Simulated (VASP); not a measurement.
# AlCu (Pm-3m) in VASP: notebook

AlCu is run at these levels: PBEsol; tasks: single point.

Program: VASP 6.6.1. These are calculated values, not measurements. Logs are shortened: lines on timing, memory, paths and dates and some standing lists are left out, and cuts for length are marked.

## 1. The cell of the first run

It takes space group Pm-3m (No. 221, cubic). The conventional cell has a = 2.865 Å, b = 2.865 Å, c = 2.865 Å, α = 90.00°, β = 90.00°, γ = 90.00°. Al (site symmetry m-3m) has 8 Cu at 2.48 Å and 6 Al at 2.86 Å within 3.3 Å. Within 3.3 Å of Cu (site symmetry m-3m) lie 8 Al at 2.48 Å and 6 Cu at 2.86 Å.

## 2. Single point, PBEsol (volume scaled by 0.91)

The input, INCAR:

```
ALGO     = Normal         # electronic algorithm
EDIFF    = 1E-6           # SCF threshold, eV
ENCUT    = 600            # plane-wave cutoff, eV
GGA      = PS             # functional
GGA_COMPAT= F            
ISIF     = 2              # what is computed and relaxed
ISMEAR   = 0              # smearing method
LASPH    = T              # aspherical terms in the spheres
LCHARG   = F              # write CHGCAR
LREAL    = F              # projectors in reciprocal space
LWAVE    = F              # write WAVECAR
NBANDS   = 14             # bands
NELM     = 120            # most SCF steps
PREC     = Accurate       # precision mode
SIGMA    = 0.1            # smearing width, eV
```

The input, KPOINTS:

```
k-points
0
Gamma
  14 14 14
```

The input, POSCAR:

```
AlCu
1.0
    2.8645216269      0.0000000000      0.0000000000
    0.0000000000      2.8645216269      0.0000000000
    0.0000000000      0.0000000000      2.8645216269
Al Cu
1 1
Direct
    0.0000000000      0.0000000000      0.0000000000
    0.5000000000      0.5000000000      0.5000000000
```

Potentials or basis: VASP PAW PBE potentials, release 64 (Al, Cu).

On the command line:

```console
$ cat potpaw_PBE.64/Al/POTCAR potpaw_PBE.64/Cu/POTCAR > POTCAR
$ mpirun -np 1 vasp_std > vasp.out
```

OUTCAR:

```text
EDIFF = 1E-6
   ENCUT = 600
   GGA = PS
   ISIF = 2
   ISMEAR = 0
   LASPH = T
   LREAL = F
   NELM = 120
   PREC = Accurate

 ion  position               nearest neighbor table
   1  0.000  0.000  0.000-   2 2.48   2 2.48   2 2.48   2 2.48   2 2.48   2 2.48   2 2.48   2 2.48

   2  0.500  0.500  0.500-   1 2.48   1 2.48   1 2.48   1 2.48   1 2.48   1 2.48   1 2.48   1 2.48

  LATTYP: Found a simple cubic cell.
 ALAT       =     2.8645216269

  Lattice vectors:

 A1 = (   2.8645216269,   0.0000000000,   0.0000000000)
 A2 = (   0.0000000000,   2.8645216269,   0.0000000000)
 A3 = (   0.0000000000,   0.0000000000,   2.8645216269)

Analysis of symmetry for initial positions (statically):
=====================================================================
 Subroutine PRICEL returns:
 Original cell was already a primitive cell.

 Routine SETGRP: Setting up the symmetry group for a
 simple cubic supercell.

 Subroutine GETGRP returns: Found 48 space group operations
 (whereof 48 operations were pure point group operations)
 out of a pool of 48 trial point group operations.

The static configuration has the point symmetry O_h .

Analysis of symmetry for dynamics (positions and initial velocities):
=====================================================================
 Subroutine PRICEL returns:
 Original cell was already a primitive cell.

 Routine SETGRP: Setting up the symmetry group for a
 simple cubic supercell.

 Subroutine GETGRP returns: Found 48 space group operations
 (whereof 48 operations were pure point group operations)
 out of a pool of 48 trial point group operations.

The dynamic configuration has the point symmetry O_h .

 Subroutine INISYM returns: Found 48 space group operations
 (whereof 48 operations are pure point group operations),
 and found     1 'primitive' translations

----------------------------------------------------------------------------------------

                                     Primitive cell

  volume of cell :      23.5048

  direct lattice vectors                    reciprocal lattice vectors
     2.864521627  0.000000000  0.000000000     0.349098429  0.000000000  0.000000000
     0.000000000  2.864521627  0.000000000     0.000000000  0.349098429  0.000000000
     0.000000000  0.000000000  2.864521627     0.000000000  0.000000000  0.349098429

  length of vectors
     2.864521627  2.864521627  2.864521627     0.349098429  0.349098429  0.349098429

  position of ions in fractional coordinates (direct lattice)
     0.000000000  0.000000000  0.000000000
     0.500000000  0.500000000  0.500000000

  ion indices of the primitive-cell ions
   primitive index   ion index
                 1           1
                 2           2

----------------------------------------------------------------------------------------

 KPOINTS: k-points

Automatic generation of k-mesh.
 Grid dimensions read from file:
 generate k-points for:   14   14   14

 Generating k-lattice:

  Cartesian coordinates                     Fractional coordinates (reciprocal lattice)
     0.024935602  0.000000000  0.000000000     0.071428571  0.000000000  0.000000000
     0.000000000  0.024935602  0.000000000     0.000000000  0.071428571  0.000000000
     0.000000000  0.000000000  0.024935602     0.000000000  0.000000000  0.071428571

  Length of vectors
     0.024935602  0.024935602  0.024935602

  Shift w.r.t. Gamma in fractional coordinates (k-lattice)
     0.000000000  0.000000000  0.000000000

 Subroutine IBZKPT returns following result:
 ===========================================

 Found    120 irreducible k-points:

 Following reciprocal coordinates:
            Coordinates               Weight
  0.000000  0.000000  0.000000      1.000000
  0.071429  0.000000  0.000000      6.000000
  0.142857  0.000000  0.000000      6.000000
  0.214286  0.000000  0.000000      6.000000
  0.285714  0.000000  0.000000      6.000000
  0.357143  0.000000  0.000000      6.000000
[... 16 lines left out ...]
  0.285714  0.214286  0.000000     24.000000
  0.357143  0.214286  0.000000     24.000000
 [... further k-points ...]
   k-points           NKPTS =    120   k-points in BZ     NKDIM =    120   number of bands    NBANDS=     14
   number of dos      NEDOS =    301   number of ions     NIONS =      2
   total plane-waves  NPLWV =  13824
   dimension x,y,z NGX =    24 NGY =   24 NGZ =   24
   dimension x,y,z NGXF=    48 NGYF=   48 NGZF=   48
   ions per type =               1   1
   NGX,Y,Z   is equivalent  to a cutoff of  13.93, 13.93, 13.93 a.u.
   NGXF,Y,Z  is equivalent  to a cutoff of  27.86, 27.86, 27.86 a.u.
 SYSTEM =  unknown system
   PREC   = accura    normal or accurate (medium, high low for compatibility)
   ISTART =      0    job   : 0-new  1-cont  2-samecut
   ICHARG =      2    charge: 1-file 2-atom 10-const
   ISPIN  =      1    spin polarized calculation?
   LNONCOLLINEAR =      F non collinear calculations
   LSORBIT =      F    spin-orbit coupling
   LASPH  =      T    aspherical Exc in radial PAW
   ENCUT  =  600.0 eV  44.10 Ry    6.64 a.u.   5.72  5.72  5.72*2*pi/ulx,y,z
   NELM   =    120;   NELMIN=  2; NELMDL= -5     # of ELM steps
   EDIFF  = 0.1E-05   stopping-criterion for ELM
   LREAL  =      F    real-space projection
   EDIFFG = 0.1E-04   stopping-criterion for IOM
   NSW    =      0    number of steps for IOM
   IBRION =     -1    ionic relax: 0-MD 1-quasi-New 2-CG
   NFREE  =      0    steps in history (QN), initial steepest desc. (CG)
   ISIF   =      2    stress and relaxation
   ISYM   =      2    0-nonsym 1-usesym 2-fastsym
   POTIM  = 0.5000    time-step for ionic-motion
   TEBEG  =    0.0;   TEEND  =   0.0 temperature during run
   PSTRESS=    0.0 pullay stress
   NELECT =      14.0000    total number of electrons
   NUPDOWN=      -1.0000    fix difference up-down
   EMIN   =  10.00;   EMAX   =-10.00  energy-range for DOS
   EFERMI =   0.00;   METHOD = LEGACY
   ISMEAR =     0;   SIGMA  =   0.10  broadening in eV -4-tet -1-fermi 0-gaus
   EFERMI_NEDOS =   21; number of points for ismear=-14 and -15
   IALGO  =     38    algorithm
   IMIX   =      4    mixing-type and parameters
     AMIX     =   0.40;   BMIX     =  1.00
     AMIX_MAG =   1.60;   BMIX_MAG =  1.00
  volume/ion in A,a.u.               =      11.75        79.31
  Fermi-wavevector in a.u.,A,eV,Ry     =   1.377417  2.602940 25.814025  1.897277
  Thomas-Fermi vector in A             =   2.502572
   LORBIT       =      0    0 simple, 1 ext, 2 COOP (PROOUT), +10 PAW based schemes
   GGA     = PS    functional components
   LHFCALC =     F    Hartree Fock is set to
   AEXX    =    0.0000 exact exchange contribution
   IVDW    =     0    specifies the selected vdW correction
   LEPSILON=     F    determine dielectric tensor
   LRPA    =     F    only Hartree local field effects (RPA)
 non-spin polarized calculation
 Gauss-broadening in eV      SIGMA  =   0.10
  energy-cutoff  :      600.00
  volume of cell :       23.50
 maximum number of plane-waves:       804
 NGX is ok and might be reduce to    24
   NGX = 11   NGY = 11   NGZ = 11

 number of electron      13.9999990 magnetization

 Free energy of the ion-electron system (eV)
  ---------------------------------------------------
  ext. energy  EPLUGINS =         0.00000000
  ---------------------------------------------------
  free energy    TOTEN  =        -8.60128050 eV

  energy without entropy =       -8.59821330  energy(sigma->0) =       -8.59974690

 E-fermi :  10.7660     XC(G=0): -12.2634

 val. band max:       10.7647332525   @ k =   0.3571   0.3571   0.3571
 cond. band min:      10.8769538377   @ k =   0.3571   0.3571   0.1429
 fundamental gap:      0.1122205852
 Fermi energy:        10.7659811987

 k-point     1 :       0.0000    0.0000    0.0000
  band No.  band energies     occupation
      1      -1.8702      2.00000
      2       5.0847      2.00000
      3       5.0847      2.00000
      4       6.3603      2.00000
      5       6.3603      2.00000
      6       6.3603      2.00000
      7      14.9406      0.00000
      8      14.9406      0.00000
      9      14.9406      0.00000
     10      17.2721      0.00000
     11      17.2721      0.00000
     12      22.8459      0.00000
     13      30.4671      0.00000
     14      30.4671      0.00000

 k-point     2 :       0.0714    0.0000    0.0000
  band No.  band energies     occupation
      1      -1.7754      2.00000
      2       5.0907      2.00000
      3       5.1008      2.00000
      4       6.3313      2.00000
      5       6.3313      2.00000
      6       6.3636      2.00000
      7      13.8133      0.00000
      8      15.0554      0.00000
      9      15.0554      0.00000
     10      17.2977      0.00000
     11      18.2725      0.00000
     12      23.1949      0.00000
     13      29.3788      0.00000
     14      29.3788      0.00000

 k-point     3 :       0.1429    0.0000    0.0000
  band No.  band energies     occupation
      1      -1.4922      2.00000
      2       5.0955      2.00000
      3       5.1463      2.00000
      4       6.2518      2.00000
      5       6.2518      2.00000
      6       6.3727      2.00000
      7      12.0423      0.00000
      8      15.3924      0.00000
      9      15.3924      0.00000
     10      17.3737      0.00000
     11      19.5922      0.00000
     12      24.3177      0.00000
     13      27.5994      0.00000
     14      27.5994      0.00000
[... 324 lines left out ...]
 k-point    23 :       0.2857    0.2143    0.0000
  band No.  band energies     occupation
      1       0.4186      2.00000
      2       5.0174      2.00000
      3       5.3764      2.00000
      4       5.8445      2.00000
      5       6.0600      2.00000
      6       6.2018      2.00000
      7       9.3810      2.00000
      8      12.0389      0.00000
      9      17.6031      0.00000
     10      18.2833      0.00000
     11      20.8829      0.00000
     12      24.7664      0.00000
     13      25.4173      0.00000
     14      26.8795      0.00000

 k-point    24 :       0.3571    0.2143    0.0000
  band No.  band energies     occupation
      1       1.1904      2.00000
      2       4.6156      2.00000
      3       5.4765      2.00000
      4       5.8605      2.00000
      5       5.9659      2.00000
      6       6.2168      2.00000
      7       8.2405      2.00000
      8      12.7221      0.00000
      9      17.0958      0.00000
     10      18.4636      0.00000
     11      21.0138      0.00000
     12      23.2644      0.00000
     13      25.4939      0.00000
     14      27.1616      0.00000

 [... further k-points ...]

------------------------ aborting loop because EDIFF is reached ----------------------------------------

  FORCE on cell =-STRESS in cart. coord.  units (eV):
  Direction    XX          YY          ZZ          XY          YZ          ZX
  --------------------------------------------------------------------------------------
  -------------------------------------------------------------------------------------
  Total        2.2974680      2.2974680      2.2974680      0.0000000      0.0000000     -0.0000000
  in kB      156.6043182    156.6043182    156.6043182      0.0000000      0.0000000     -0.0000000
  external PRESSURE =     156.6043182 kB  Pullay stress =       0.0000000 kB

 VOLUME and BASIS-vectors are now :
 -----------------------------------------------------------------------------
  energy-cutoff  :      600.00
  volume of cell :       23.50
      direct lattice vectors                 reciprocal lattice vectors
     2.864521627  0.000000000  0.000000000     0.349098429  0.000000000  0.000000000
     0.000000000  2.864521627  0.000000000     0.000000000  0.349098429  0.000000000
     0.000000000  0.000000000  2.864521627     0.000000000  0.000000000  0.349098429

 POSITION                                       TOTAL-FORCE (eV/Angst)
 -----------------------------------------------------------------------------------
      0.00000      0.00000      0.00000         0.000000      0.000000      0.000000
      1.43226      1.43226      1.43226         0.000000      0.000000      0.000000
 -----------------------------------------------------------------------------------
    total drift:                                0.000000     -0.000000     -0.000000

  FREE ENERGIE OF THE ION-ELECTRON SYSTEM (eV)
  ---------------------------------------------------
  free  energy   TOTEN  =        -8.6012805045 eV

  energy  without entropy=       -8.5982132998  energy(sigma->0) =       -8.59974690
```

It took 50 s on 1 thread of Intel Xeon 8259CL, shared host; peak memory 0.18 GiB.

Results:

* Free energy: -8.6013 eV
* Pressure: 15.7 GPa
* Band gap on the k mesh: zero (band 7 reaches 14.94 eV, above the bottom of band 8 at 9.87 eV)

Caveat: the PAW data sets were made with another functional, which shifts forces and pressure a little.

## 3. Single point, PBEsol (volume scaled by 0.94)

The input, INCAR:

```
PREC = Accurate ; ENCUT = 600
EDIFF = 1E-6 ; ISMEAR = 0
SIGMA = 0.1 ; LREAL = False
LASPH = True ; NELM = 120
ALGO = Normal ; ISIF = 2
LWAVE = False ; LCHARG = False
GGA = PS ; NBANDS = 14
GGA_COMPAT = False
```

The input, KPOINTS:

```
Automatic mesh
0
Gamma
  14 14 14
```

The input, POSCAR:

```
AlCu
1.0
    2.8956601711      0.0000000000      0.0000000000
    0.0000000000      2.8956601711      0.0000000000
    0.0000000000      0.0000000000      2.8956601711
Al Cu
1 1
Direct
    0.0000000000      0.0000000000      0.0000000000
    0.5000000000      0.5000000000      0.5000000000
```

Potentials or basis: VASP PAW PBE potentials, release 64 (Al, Cu).

On the command line:

```console
$ cat potpaw_PBE.64/Al/POTCAR potpaw_PBE.64/Cu/POTCAR > POTCAR
$ mpirun -np 1 vasp_std > vasp.out
```

Run time: 50 s. Hardware: 1 thread of Intel Xeon 8259CL, shared host; peak memory 0.18 GiB.

It converged, with:

- Free energy: -8.6615 eV
- Pressure: 10.0 GPa
- Band gap on the k mesh: zero (band 7 reaches 14.40 eV, above the bottom of band 8 at 9.43 eV)

Levels at points of the mesh, in eV from the Fermi level:
| k point | band 4 | band 5 | band 6 | band 7 | band 8 | band 9 | band 10 | band 11 |
| --- | --- | --- | --- | --- | --- | --- | --- | --- |
| (0.00, 0.00, 0.00) | -4.28 | -4.28 | -4.28 | 4.09 | 4.09 | 4.09 | 6.46 | 6.46 |
| (0.50, 0.00, 0.00) | -4.78 | -4.78 | -4.21 | -3.40 | 7.24 | 8.39 | 8.39 | 9.30 |
| (0.50, 0.50, 0.00) | -4.66 | -4.14 | -4.14 | -3.83 | -0.88 | 0.15 | 11.09 | 13.45 |
| (0.50, 0.50, 0.50) | -3.81 | -3.81 | 0.50 | 0.50 | 0.50 | 2.41 | 2.41 | 2.41 |

Caveat: the PAW data sets were made with another functional, which shifts forces and pressure a little.
